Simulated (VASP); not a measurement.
A run of VASP 6.6.1:

INCAR

```
PREC = Accurate ; ENCUT = 520
EDIFF = 1E-6 ; ISMEAR = 0
SIGMA = 0.028000000000000004 ; LREAL = False
LASPH = True ; NELM = 80
ALGO = Normal ; ISIF = 2
LWAVE = False ; LCHARG = False
GGA = PE ; NBANDS = 18
```

KPOINTS

```
Automatic mesh
0
Gamma
  8 8 5
```

File POSCAR:

```
PtSe2
1.0
    3.7240000000      0.0000000000      0.0000000000
   -1.8620000000      3.2250786037      0.0000000000
    0.0000000000      0.0000000000      5.0620000000
Pt Se
1 2
Direct
    0.0000000000      0.0000000000      0.0000000000
    0.6666666667      0.3333333333      0.7500000000
    0.3333333333      0.6666666667      0.2500000000
```

Potentials or basis: VASP PAW PBE potentials, release 64 (Pt, Se).

Launch:

```console
$ cat potpaw_PBE.64/Pt/POTCAR potpaw_PBE.64/Se/POTCAR > POTCAR
$ mpirun -np 1 vasp_std > vasp.out
```

Hardware: 1 thread of Intel(R) Xeon(R) Platinum 8259CL CPU @ 2.50GHz (Skylake/Cascade Lake) (shared host).

**Question.** Estimate the wall time of this run.

**Answer.** Run time: 59 s on 1 thread of Intel(R) Xeon(R) Platinum 8259CL CPU @ 2.50GHz (Skylake/Cascade Lake) (shared host), peak memory 0.2 GiB. Counts: scf iterations 13, k points 40.
